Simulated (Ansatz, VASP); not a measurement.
# Si2Ge2Ir in VASP and in Ansatz

```xyz
5
Lattice="4.4107 0.0000 0.0000 -2.2054 3.8198 0.0000 0.0000 0.0000 5.3482" Properties=species:S:1:pos:R:3 pbc="T T T"
Si    0.0000    0.0000    0.0000
Si    0.0000    0.0000    2.6741
Ge    2.2054    1.2733    2.6741
Ge    2.2054    1.2733    0.0000
Ir    0.0000    2.5465    2.6741
```

Alike in both runs: functional PBE; k mesh 5 × 5 × 3; occupations gaussian, width 0.2 eV; no spin polarisation.

Ansatz relaxed the structure, and its values are those at the end. VASP's run is a single point on that final structure, the one shown.

|  | VASP | Ansatz |
| --- | --- | --- |
| version | VASP 6.6.1 | Ansatz 0.2.0 |
| potentials or method | VASP PAW PBE potentials, release 64 (Si, Ge_d, Ir), cutoff 500 eV | scalar-relativistic, plane waves, PAW |
| valence electrons in the cell | 45 | 53 |

```tsv
	VASP	Ansatz	Ansatz less VASP
gap on the k mesh at the Fermi level (eV)	none	none	-
pressure (GPa)	-0.1	-0.1	0.00
```

A gap of «none» marks a metal or a gap that the smearing closes. The functional is the same, so the differences come from potentials, cutoffs and numerics. VASP's potentials hold 45 valence electrons a cell and Ansatz's 53, so a difference there can come from the potentials and not from the codes.

The k mesh is coarse, so the values compare programs but aren't converged. Neither program's run includes spin-orbit coupling.
